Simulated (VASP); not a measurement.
Runs of VASP 6.6.1 on TiAl2. The structure is that of space group Cmmm (No. 65), or close to it. The cells are those of the table. 

| cell | further INCAR settings | gap on the mesh (eV) | pressure (GPa) | largest force (eV/Å) |
| --- | --- | --- | --- | --- |
| a = 5.962, b = 5.962, c = 3.835 Å, angles 90.0, 90.0, 144.2°, 6 atoms | ALGO = Fast; EDIFF = 1e-07; NBANDS = 27 | none | 20.5 | 0.27 |
| a = 6.179, b = 6.179, c = 3.571 Å, angles 90.0, 90.0, 144.2°, 6 atoms | ALGO = Fast; EDIFF = 1e-06; NBANDS = 27 | none | 20.2 | 0.08 |
| a = 6.248, b = 6.248, c = 4.127 Å, angles 90.0, 90.0, 144.2°, 6 atoms | ALGO = Fast; EDIFF = 1e-06; NBANDS = 27 | none | (b) | 0.17 |
| a = 6.475, b = 6.475, c = 3.844 Å, angles 90.0, 90.0, 144.2°, 6 atoms | ALGO = Fast; EDIFF = 1e-07; NBANDS = 27 | none | (a) | 0.15 |
| a = 6.347, b = 6.347, c = 4.307 Å, angles 90.0, 90.0, 144.2°, 6 atoms | ALGO = Fast; EDIFF = 1e-07; NBANDS = 27 | none | -10.3 | 0.18 |
| a = 6.391, b = 6.391, c = 3.794 Å, angles 90.0, 90.0, 144.2°, 6 atoms | ALGO = Fast; EDIFF = 1e-06; NBANDS = 27 | none | 0.2 | 0.12 |
| a = 6.696, b = 6.696, c = 3.870 Å, angles 90.0, 90.0, 144.2°, 6 atoms | ALGO = Fast; EDIFF = 1e-07; NBANDS = 27 | none | -10.7 | 0.23 |

Alike in all rows: task single point; level LDA; potentials or basis VASP PAW LDA potentials, release 64 (Ti_sv, Al); no spin polarisation; k mesh 12 × 12 × 12; cutoff (eV) 520; smearing gaussian 0.15 eV.

Task: Estimate the missing entries.

Result: (a) -4.2; (b) -3.9.

Caveats: the cell stands under tension (at least some runs); the cell stands under pressure (at least some runs).

A gap of «none» marks levels without a gap at the run's occupations.
